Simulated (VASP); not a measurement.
Crystal: TiS2.

```
CELL_PARAMETERS angstrom
3.41200 0.00000 0.00000
-1.70600 2.95488 0.00000
0.00000 0.00000 5.69500
ATOMIC_POSITIONS crystal
Ti 0.00000 0.00000 0.00000
S 0.33333 0.66667 0.25000
S 0.66667 0.33333 0.75000
```

Base run:

| Property | Result |
| --- | --- |
| Program | VASP 6.6.1 |
| Functional | PBE |
| Dispersion | D3(BJ) |
| Potentials or basis | VASP PAW PBE potentials, release 64 (Ti_sv, S) |
| Cutoff | 500 eV |
| k mesh | 7 × 7 × 4 |
| Occupations | gaussian, width 0.01 eV |
| Spin | no spin polarisation |
| Hubbard terms | Ti d U = 2.0 eV |

Its results: band gap on the k mesh 0.12 eV, indirect (least direct gap 0.61 eV); pressure -0.9 GPa; largest force 0.020 eV/Å.

Q: The run is repeated on the same cell with these changes: hubbard terms from Ti d U = 2.0 eV to Ti d U = 4.0 eV. What comes out?

A: Band gap on the k mesh 0.35 eV, indirect (least direct gap 0.88 eV); pressure 1.0 GPa; largest force 0.115 eV/Å.

A k mesh can miss the band edges.
